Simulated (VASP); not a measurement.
# PtSe2 (P-3m1) in VASP: relaxation of cell and atoms with r2SCAN+D3(BJ)

Aim: the relaxation of cell and atoms of PtSe2 with r2SCAN+D3(BJ).

All numbers are computed with VASP 6.6.1; they aren't measurements. Logs are shortened: lines on timing, memory, paths and dates and some standing lists are left out, and cuts for length are marked.

## (1) The cell of the first run

It takes space group P-3m1 (No. 164, trigonal). The conventional cell has a = 3.730 Å, b = 3.730 Å, c = 5.225 Å, α = 90.00°, β = 90.00°, γ = 120.00°. Pt (site symmetry -3m) has 6 Se at 2.51 Å within 3.3 Å. Se (site symmetry 3m) has 3 Pt at 2.51 Å and 6 Se at 3.37 to 3.40 Å within 3.5 Å.

## (2) Relaxation of cell and atoms, r2SCAN+D3(BJ)

POSCAR reads:

```
PtSe2
1.0
    3.7300215302      0.0000000000      0.0000000000
   -1.8650107651      3.2302934018      0.0000000000
    0.0000000000      0.0000000000      5.2249557169
Pt Se
1 2
Direct
    0.0000000000      0.0000000000      0.0000000000
    0.3333333333      0.6666666667      0.2479097992
    0.6666666667      0.3333333333      0.7520902008
```

INCAR.step1 reads:

```
ALGO     = Normal         # electronic algorithm
EDIFF    = 1E-4           # SCF threshold, eV
ENCUT    = 600            # plane-wave cutoff, eV
GGA      = PE             # functional
ISMEAR   = -1             # smearing method
LASPH    = True           # aspherical terms in the spheres
LCHARG   = False          # write CHGCAR
LREAL    = False          # projectors in reciprocal space
LWAVE    = True           # write WAVECAR
NELM     = 100            # most SCF steps
PREC     = Accurate       # precision mode
SIGMA    = 0.15           # smearing width, eV
```

INCAR.step2 reads:

```
ALGO     = Normal         # electronic algorithm
EDIFF    = 1E-6           # SCF threshold, eV
EDIFFG   = -0.001         # ionic threshold
ENCUT    = 600            # plane-wave cutoff, eV
IBRION   = 2              # ionic algorithm
ISIF     = 3              # what is computed and relaxed
ISMEAR   = -1             # smearing method
ISTART   = 1            
IVDW     = 12             # dispersion correction
LASPH    = True           # aspherical terms in the spheres
LCHARG   = False          # write CHGCAR
LMIXTAU  = True         
LREAL    = False          # projectors in reciprocal space
LWAVE    = False          # write WAVECAR
METAGGA  = R2SCAN         # meta-GGA
NELM     = 100            # most SCF steps
NSW      = 80             # ionic steps
PREC     = Accurate       # precision mode
SIGMA    = 0.15           # smearing width, eV
VDW_A1   = 0.49484001   
VDW_A2   = 5.73083694   
VDW_S6   = 1.0          
VDW_S8   = 0.78981345
```

KPOINTS reads:

```
k-points
0
Gamma
  15 15 8
```

Potentials or basis: VASP PAW PBE potentials, release 64 (Pt, Se).

The run is started by

```
$ cat potpaw_PBE.64/Pt/POTCAR potpaw_PBE.64/Se/POTCAR > POTCAR
$ cp INCAR.step1 INCAR
$ mpirun -np 1 vasp_std > vasp.out
$ cp INCAR.step2 INCAR
$ mpirun -np 1 vasp_std > vasp.out
```

OUTCAR:

```text
EDIFF = 1E-6
   EDIFFG = -0.001
   ENCUT = 600
   IBRION = 2
   ISIF = 3
   ISMEAR = -1
   ISTART = 1
   IVDW = 12
   LASPH = True
   LREAL = False
   METAGGA = R2SCAN
   NELM = 100
   NSW = 80
   PREC = Accurate
 IVDW          = 12

 ion  position               nearest neighbor table
   1  0.000  0.000  0.000-   2 2.51   3 2.51   2 2.51   3 2.51   3 2.51   2 2.51
   2  0.333  0.667  0.248-   1 2.51   1 2.51   1 2.51
   3  0.667  0.333  0.752-   1 2.51   1 2.51   1 2.51

  LATTYP: Found a hexagonal cell.
 ALAT       =     3.7300215302
 C/A-ratio  =     1.4007843318

  Lattice vectors:

 A1 = (   3.7300215302,   0.0000000000,   0.0000000000)
 A2 = (  -1.8650107651,   3.2302934018,   0.0000000000)
 A3 = (   0.0000000000,   0.0000000000,   5.2249557169)

Analysis of symmetry for initial positions (statically):
=====================================================================
 Subroutine PRICEL returns:
 Original cell was already a primitive cell.

 Routine SETGRP: Setting up the symmetry group for a
 hexagonal supercell.

 Subroutine GETGRP returns: Found 12 space group operations
 (whereof 12 operations were pure point group operations)
 out of a pool of 24 trial point group operations.

The static configuration has the point symmetry D_3d.

Analysis of symmetry for dynamics (positions and initial velocities):
=====================================================================
 Subroutine PRICEL returns:
 Original cell was already a primitive cell.

 Routine SETGRP: Setting up the symmetry group for a
 hexagonal supercell.

 Subroutine GETGRP returns: Found 12 space group operations
 (whereof 12 operations were pure point group operations)
 out of a pool of 24 trial point group operations.

The dynamic configuration has the point symmetry D_3d.

 Subroutine INISYM returns: Found 12 space group operations
 (whereof 12 operations are pure point group operations),
 and found     1 'primitive' translations

----------------------------------------------------------------------------------------

                                     Primitive cell

  volume of cell :      62.9558

  direct lattice vectors                    reciprocal lattice vectors
     3.730021530  0.000000000  0.000000000     0.268094967  0.154784702  0.000000000
    -1.865010765  3.230293402  0.000000000     0.000000000  0.309569403  0.000000000
     0.000000000  0.000000000  5.224955717     0.000000000  0.000000000  0.191389182

  length of vectors
     3.730021530  3.730021530  5.224955717     0.309569403  0.309569403  0.191389182

  position of ions in fractional coordinates (direct lattice)
     0.000000000  0.000000000  0.000000000
     0.333333333  0.666666667  0.247909799
     0.666666667  0.333333333  0.752090201

  ion indices of the primitive-cell ions
   primitive index   ion index
                 1           1
                 2           2
                 3           3

----------------------------------------------------------------------------------------

 KPOINTS: k-points

Automatic generation of k-mesh.
 Grid dimensions read from file:
 generate k-points for:   15   15    8

 Generating k-lattice:

  Cartesian coordinates                     Fractional coordinates (reciprocal lattice)
     0.017872998  0.010318980  0.000000000     0.066666667  0.000000000  0.000000000
     0.000000000  0.020637960  0.000000000     0.000000000  0.066666667  0.000000000
     0.000000000  0.000000000  0.023923648     0.000000000  0.000000000  0.125000000

  Length of vectors
     0.020637960  0.020637960  0.023923648

  Shift w.r.t. Gamma in fractional coordinates (k-lattice)
     0.000000000  0.000000000  0.000000000

 Subroutine IBZKPT returns following result:
 ===========================================

 Found    192 irreducible k-points:

 Following reciprocal coordinates:
            Coordinates               Weight
  0.000000  0.000000  0.000000      1.000000
  0.066667  0.000000  0.000000      6.000000
  0.133333  0.000000  0.000000      6.000000
  0.200000  0.000000  0.000000      6.000000
  0.266667  0.000000  0.000000      6.000000
  0.333333  0.000000  0.000000      6.000000
[... 16 lines left out ...]
  0.333333  0.200000  0.000000     12.000000
  0.400000  0.200000  0.000000      6.000000
 [... further k-points ...]
   k-points           NKPTS =    192   k-points in BZ     NKDIM =    192   number of bands    NBANDS=     15
   number of dos      NEDOS =    301   number of ions     NIONS =      3
   total plane-waves  NPLWV =  37800
   dimension x,y,z NGX =    30 NGY =   30 NGZ =   42
   dimension x,y,z NGXF=    60 NGYF=   60 NGZF=   84
   ions per type =               1   2
   NGX,Y,Z   is equivalent  to a cutoff of  13.37, 13.37, 13.36 a.u.
   NGXF,Y,Z  is equivalent  to a cutoff of  26.74, 26.74, 26.73 a.u.
 SYSTEM =  unknown system
   PREC   = accura    normal or accurate (medium, high low for compatibility)
   ISTART =      1    job   : 0-new  1-cont  2-samecut
   ICHARG =      0    charge: 1-file 2-atom 10-const
   ISPIN  =      1    spin polarized calculation?
   LNONCOLLINEAR =      F non collinear calculations
   LSORBIT =      F    spin-orbit coupling
   LASPH  =      T    aspherical Exc in radial PAW
   ENCUT  =  600.0 eV  44.10 Ry    6.64 a.u.   7.45  7.45 10.44*2*pi/ulx,y,z
   NELM   =    100;   NELMIN=  2; NELMDL=  0     # of ELM steps
   EDIFF  = 0.1E-05   stopping-criterion for ELM
   LREAL  =      F    real-space projection
   EDIFFG = -.1E-02   stopping-criterion for IOM
   NSW    =     80    number of steps for IOM
   IBRION =      2    ionic relax: 0-MD 1-quasi-New 2-CG
   NFREE  =      1    steps in history (QN), initial steepest desc. (CG)
   ISIF   =      3    stress and relaxation
   ISYM   =      2    0-nonsym 1-usesym 2-fastsym
   POTIM  = 0.5000    time-step for ionic-motion
   TEBEG  =    0.0;   TEEND  =   0.0 temperature during run
   PSTRESS=    0.0 pullay stress
   NELECT =      22.0000    total number of electrons
   NUPDOWN=      -1.0000    fix difference up-down
   EMIN   =  10.00;   EMAX   =-10.00  energy-range for DOS
   EFERMI =   0.00;   METHOD = LEGACY
   ISMEAR =    -1;   SIGMA  =   0.15  broadening in eV -4-tet -1-fermi 0-gaus
   EFERMI_NEDOS =   21; number of points for ismear=-14 and -15
   IALGO  =     38    algorithm
   IMIX   =      4    mixing-type and parameters
     AMIX     =   0.40;   BMIX     =  1.00
     AMIX_MAG =   1.60;   BMIX_MAG =  1.00
  volume/ion in A,a.u.               =      20.99       141.62
  Fermi-wavevector in a.u.,A,eV,Ry     =   1.153109  2.179060 18.091132  1.329661
  Thomas-Fermi vector in A             =   2.289755
   LORBIT       =      0    0 simple, 1 ext, 2 COOP (PROOUT), +10 PAW based schemes
   METAGGA = R2SCAN    functional components
   LHFCALC =     F    Hartree Fock is set to
   AEXX    =    0.0000 exact exchange contribution
   IVDW    =    12    specifies the selected vdW correction
   LEPSILON=     F    determine dielectric tensor
   LRPA    =     F    only Hartree local field effects (RPA)
 conjugate gradient relaxation of ions
 non-spin polarized calculation
  energy-cutoff  :      600.00
  volume of cell :       62.96
 maximum number of plane-waves:      2120
 NGX is ok and might be reduce to    30
   NGX = 15   NGY = 15   NGZ = 21

--------------------------------------- Ionic step        1  -------------------------------------------

 number of electron      22.0000000 magnetization

 Free energy of the ion-electron system (eV)
  ---------------------------------------------------
  ext. energy  EPLUGINS =         0.00000000
  ---------------------------------------------------
  free energy    TOTEN  =       -81.48204680 eV

  energy without entropy =      -81.44300859  energy(sigma->0) =      -81.46252769

------------------------ aborting loop because EDIFF is reached ----------------------------------------

 Edisp (eV)   -0.64763

 E8    (eV) :    -0.2152

  FORCE on cell =-STRESS in cart. coord.  units (eV):
  Direction    XX          YY          ZZ          XY          YZ          ZX
  --------------------------------------------------------------------------------------
  -------------------------------------------------------------------------------------
  Total       0.09849     0.09849    -0.03803     0.00000     0.00000     0.00000
  in kB       2.50643     2.50643    -0.96790     0.00000     0.00000     0.00000
  external pressure =        1.35 kB  Pullay stress =        0.00 kB
[... 100 lines left out ...]
  FREE ENERGIE OF THE ION-ELECTRON SYSTEM (eV)
  ---------------------------------------------------
  free  energy   TOTEN  =       -82.1298121614 eV

  energy  without entropy=      -82.0904790404  energy(sigma->0) =      -82.11014560

[... ionic steps 4 to 19 ...]

--------------------------------------- Ionic step       20  -------------------------------------------

 number of electron      22.0000001 magnetization

------------------------ aborting loop because EDIFF is reached ----------------------------------------

 Edisp (eV)   -0.65683

 E8    (eV) :    -0.2184
[... 71 lines left out ...]
  energy  without entropy=      -82.0886842305  energy(sigma->0) =      -82.10994768

--------------------------------------- Ionic step       22  -------------------------------------------

 number of electron      22.0000001 magnetization

 Free energy of the ion-electron system (eV)
  ---------------------------------------------------
  ext. energy  EPLUGINS =         0.00000000
  ---------------------------------------------------
  free energy    TOTEN  =       -81.47419582 eV

  energy without entropy =      -81.43166339  energy(sigma->0) =      -81.45292960

 E-fermi :   5.9884     XC(G=0): -11.1592

 val. band max:        5.9860519254   @ k =   0.0667   0.0000   0.1250
 cond. band min:       5.9933147121   @ k =   0.0667   0.0667   0.0000
 fundamental gap:      0.0072627867
 Fermi energy:         5.9884146816

 k-point     1 :       0.0000    0.0000    0.0000
  band No.  band energies     occupation
      1     -10.0854      2.00000
      2      -7.3189      2.00000
      3      -1.2741      2.00000
      4      -0.4942      2.00000
      5      -0.4942      2.00000
      6       1.9266      2.00000
      7       1.9266      2.00000
      8       3.3163      2.00000
      9       4.9077      1.99851
     10       4.9077      1.99851
     11       6.3892      0.12930
     12       7.5159      0.00008
     13       7.5159      0.00008
     14      10.1568      0.00000
     15      10.6561      0.00000
[... 397 lines left out ...]
 k-point    24 :       0.4000    0.2000    0.0000
  band No.  band energies     occupation
      1      -8.1851      2.00000
      2      -8.0745      2.00000
      3      -1.1469      2.00000
      4      -0.1195      2.00000
      5       0.4437      2.00000
      6       0.9818      2.00000
      7       1.3858      2.00000
      8       2.3362      2.00000
      9       2.8291      2.00000
     10       3.3291      2.00000
     11       4.3466      1.99996
     12       6.3867      0.13137
     13       6.8334      0.00713
     14      10.5436      0.00000
     15      13.3543      0.00000

 [... further k-points ...]

------------------------ aborting loop because EDIFF is reached ----------------------------------------

 Edisp (eV)   -0.65702

 E8    (eV) :    -0.2184

  FORCE on cell =-STRESS in cart. coord.  units (eV):
  Direction    XX          YY          ZZ          XY          YZ          ZX
  --------------------------------------------------------------------------------------
  -------------------------------------------------------------------------------------
  Total      -0.00287    -0.00287     0.00127     0.00000     0.00000     0.00000
  in kB      -0.07392    -0.07392     0.03288     0.00000     0.00000     0.00000
  external pressure =       -0.04 kB  Pullay stress =        0.00 kB
[... 18 lines left out ...]
  FREE ENERGIE OF THE ION-ELECTRON SYSTEM (eV)
  ---------------------------------------------------
  free  energy   TOTEN  =       -82.1312116904 eV

  energy  without entropy=      -82.0886792534  energy(sigma->0) =      -82.10994547

 reached required accuracy - stopping structural energy minimisation
```

It took 2.4 h on 1 thread of Oxide Virtual Turin-like, shared host; peak memory 0.39 GiB.

What came out:

| Quantity | Value |
| --- | --- |
| Free energy | -82.1312 eV |
| Relaxed volume | 20.71 Å³/atom |
| Relaxed cell | a = 3.740 Å, b = 3.740 Å, c = 5.127 Å, α = 90.00°, β = 90.00°, γ = 120.00° |
| Space group after relaxing (to 0.1 Å) | P-3m1 (No. 164) |
| Energy gained by relaxing | 0.5 meV/atom |
| Ionic steps | 22 |
| Pressure after relaxing | 0.0 GPa |
| Band gap on the k mesh | zero (bands 11 and 12 overlap by 0.30 eV) |
| Dispersion energy per atom | -0.219 eV |

The path:
| step | energy change (eV) | largest force (eV/Å) | pressure (GPa) | volume (Å³) |
| --- | --- | --- | --- | --- |
| 1 | 0.0000 | 0.0415 | 0.13 | 62.96 |
| 2 | -0.0001 | 0.0081 | -0.38 | 63.12 |
| 3 | -0.0001 | 0.0137 | -0.16 | 63.05 |
| 4 | -0.0004 | 0.0177 | -0.14 | 62.95 |
| 5 | -0.0010 | 0.0295 | -0.07 | 62.66 |
| 6 | -0.0012 | 0.0521 | 0.08 | 62.08 |
| 7 | -0.0013 | 0.0437 | 0.02 | 62.31 |
| 8 | -0.0015 | 0.0023 | -0.15 | 62.20 |
| 9 | -0.0015 | 0.0051 | -0.15 | 62.19 |
| 10 | -0.0013 | 0.0121 | 0.34 | 61.82 |
| 11 | -0.0015 | 0.0007 | 0.01 | 62.08 |
| 12 | -0.0015 | 0.0008 | 0.01 | 62.08 |
| 13 | -0.0015 | 0.0005 | 0.00 | 62.09 |
| 14 | -0.0015 | 0.0002 | -0.01 | 62.09 |
| 15 | -0.0015 | 0.0002 | -0.01 | 62.09 |
| 16 | -0.0015 | 0.0029 | 0.02 | 62.10 |
| 17 | -0.0015 | 0.0048 | 0.03 | 62.13 |
| 18 | -0.0015 | 0.0029 | 0.00 | 62.12 |
| 19 | -0.0015 | 0.0036 | 0.01 | 62.11 |
| 20 | -0.0015 | 0.0039 | -0.04 | 62.13 |
| 21 | -0.0015 | 0.0005 | -0.01 | 62.12 |
| 22 | -0.0015 | 0.0006 | 0.00 | 62.12 |

Final structure:
```
Pt Se
1.0
     3.74017    0.00000    0.00000
    -1.87009    3.23908    0.00000
     0.00000    0.00000    5.12723
Pt Se
1 2
Direct
  0.00000 0.00000 0.00000
  0.33333 0.66667 0.25182
  0.66667 0.33333 0.74818
```

Caveat: the PAW data sets were made with another functional, which shifts forces and pressure a little; spin-orbit coupling is left out, which moves the levels of the heavy elements.
